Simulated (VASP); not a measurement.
Here is a VASP 6.6.1 calculation.

The input INCAR:

```
SYSTEM = TaZn2B3
  ALGO = Fast
  EDIFF = 1E-6
  EDIFFG = -0.01
  ENCUT = 600
  GGA = PE
  IBRION = 2
  ISIF = 3
  ISMEAR = 0
  LASPH = .True.
  LCHARG = .False.
  LREAL = .False.
  LWAVE = .False.
  NELM = 60
  NSW = 100
  PREC = Accurate
  SIGMA = 0.1
```

KPOINTS

```
k-points
0
Gamma
  12 12 6
  0 0 0
```

Contents of POSCAR:

```
TaZn2B3
1.0
    3.0097537003      0.0000000000      0.0000000000
    0.0000000000      3.0097537003      0.0000000000
    0.0000000000      0.0000000000      7.2609942901
Ta Zn B
1 2 3
Direct
    0.0000000000      0.0000000000      0.0000000000
    0.0000000000      0.0000000000      0.3454205133
    0.0000000000      0.0000000000      0.6545794867
    0.5000000000      0.5000000000      0.2403729870
    0.5000000000      0.5000000000      0.5000000000
    0.5000000000      0.5000000000      0.7596270130
```

Potentials or basis: VASP PAW PBE potentials, release 64 (Ta_pv, Zn, B).

Run with:

```console
$ cat potpaw_PBE.64/Ta_pv/POTCAR potpaw_PBE.64/Zn/POTCAR potpaw_PBE.64/B/POTCAR > POTCAR
$ mpirun -np 1 vasp_std > vasp.out
```

Question: What does it give for the space group after relaxing (to 0.1 Å)?

Answer: P4/mmm (No. 123).

Question: What does it give for the relaxed cell?

Answer: a = 3.016 Å, b = 3.016 Å, c = 7.262 Å, α = 90.00°, β = 90.00°, γ = 90.00°.

Question: Predict the band gap on the k mesh.

Answer: Zero (bands 22 and 23 overlap by 3.12 eV).

Question: Estimate the relaxed volume.

Answer: 11.01 Å³/atom.

Final structure:
```
CELL_PARAMETERS angstrom
3.01561 0.00000 0.00000
0.00000 3.01561 0.00000
0.00000 0.00000 7.26171
ATOMIC_POSITIONS crystal
Ta 0.00000 0.00000 0.00000
Zn 0.00000 0.00000 0.34532
Zn 0.00000 0.00000 0.65468
B 0.50000 0.50000 0.23798
B 0.50000 0.50000 0.50000
B 0.50000 0.50000 0.76202
```

Caveat: spin-orbit coupling is left out, which moves the levels of the heavy elements.
